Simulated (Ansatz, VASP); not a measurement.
# AlSn2C4 in VASP and in Ansatz

```
CELL_PARAMETERS angstrom
0.00000 4.80637 4.80637
4.80637 0.00000 4.80637
4.80637 4.80637 0.00000
ATOMIC_POSITIONS crystal
Al 0.25000 0.25000 0.25000
Sn 0.75000 0.75000 0.75000
Sn 0.00000 0.00000 0.00000
C 0.87501 0.87501 0.87501
C 0.87501 0.87501 0.37498
C 0.87501 0.37498 0.87501
C 0.37498 0.87501 0.87501
```

Alike in both runs: functional PBE; k mesh 4 × 4 × 4; occupations gaussian, width 0.1 eV; no spin polarisation.

Ansatz relaxed the structure, and its values are those at the end. VASP's run is a single point on that final structure, the one shown.

|  | VASP | Ansatz |
| --- | --- | --- |
| version | VASP 6.6.1 | Ansatz 0.2.0 |
| potentials or method | VASP PAW PBE potentials, release 64 (Al, Sn_d, C), cutoff 520 eV | scalar-relativistic, plane waves, PAW |
| valence electrons in the cell | 47 | 47 |

|  | VASP | Ansatz | Ansatz less VASP |
| --- | --- | --- | --- |
| gap on the k mesh at the Fermi level (eV) | none | none | - |
| pressure (GPa) | 0.0 | 0.1 | +0.08 |

A gap of «none» marks a metal or a gap that the smearing closes.
